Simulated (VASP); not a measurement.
Input of a VASP 6.6.1 run:

INCAR

```
SYSTEM = GaN
PREC = Accurate
ENCUT = 910
EDIFF = 1E-6
ISMEAR = 0
SIGMA = 0.01
LREAL = .FALSE.
LASPH = .TRUE.
NELM = 120
ALGO = Normal
ISIF = 2
LWAVE = .FALSE.
LCHARG = .TRUE.
GGA = CA
LELF = .TRUE.
LVHAR = .TRUE.
NBANDS = 16
GGA_COMPAT = .FALSE.
```

The input KPOINTS:

```
Automatic mesh
0
G
  10 10 10
  0 0 0
```

Contents of POSCAR:

```
GaN
1.0
    0.0000000000      2.2489526566      2.2489526566
    2.2489526566      0.0000000000      2.2489526566
    2.2489526566      2.2489526566      0.0000000000
Ga N
1 1
Direct
    0.0000000000      0.0000000000      0.0000000000
    0.2500000000      0.2500000000      0.2500000000
```

Potentials or basis: VASP PAW LDA potentials, release 64 (Ga_d, N_h).

Command:

```bash
$ cat potpaw_LDA.64/Ga_d/POTCAR potpaw_LDA.64/N_h/POTCAR > POTCAR
$ mpirun -np 1 vasp_std > vasp.out
```

Q: What does it give for the pressure?

A: -4.6 GPa.

Q: What does it give for the band gap on the k mesh?

A: 1.79 eV, direct.

Caveat: the cutoff is under 1.25 times the usual one of these potentials, so pressure, stress and relaxed cells hold a basis-set (Pulay) error.
